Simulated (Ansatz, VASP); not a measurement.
# One calculation of PbS, two programs

```
Pb S
1.0
     0.00000    2.90570    2.96500
     2.90570    0.00000    2.96500
     2.90570    2.90570    0.00000
Pb S
1 1
Direct
  0.00000 0.00000 0.00000
  0.50000 0.50000 0.50000
```

Change from the starting cell: equal xx and yy strain of -2 %, PAW files.

Alike in both runs: task electric field gradients; functional PBE; k mesh 8 × 8 × 8; occupations fermi-dirac, width 0.01 eV; no spin polarisation.

|  | VASP | Ansatz |
| --- | --- | --- |
| version | VASP 6.6.1 | Ansatz 0.2.0 |
| potentials or method | VASP PAW PBE potentials, release 64 (Pb_d, S) | PAW with Ansatz's default frozen-core files, scalar-relativistic |
| plane-wave cutoff (eV) | 520 | 420 |
| valence electrons in the cell | 20 | 20 |

Ansatz gave:

* pressure (GPa): 5.1
* traceless stress, the component that is largest in VASP (GPa): -2.05
* size of Vzz on the site where it differs most (V/Å²): 65.8

Problem. What did VASP give for the same quantities?

Solution. Pressure (GPa): 5.0; traceless stress, the component that is largest in VASP (GPa): -2.05; size of Vzz on the site where it differs most (V/Å²): 61.5.

The functional is the same, so the differences come from potentials, cutoffs and numerics.

Spin-orbit coupling is off throughout.
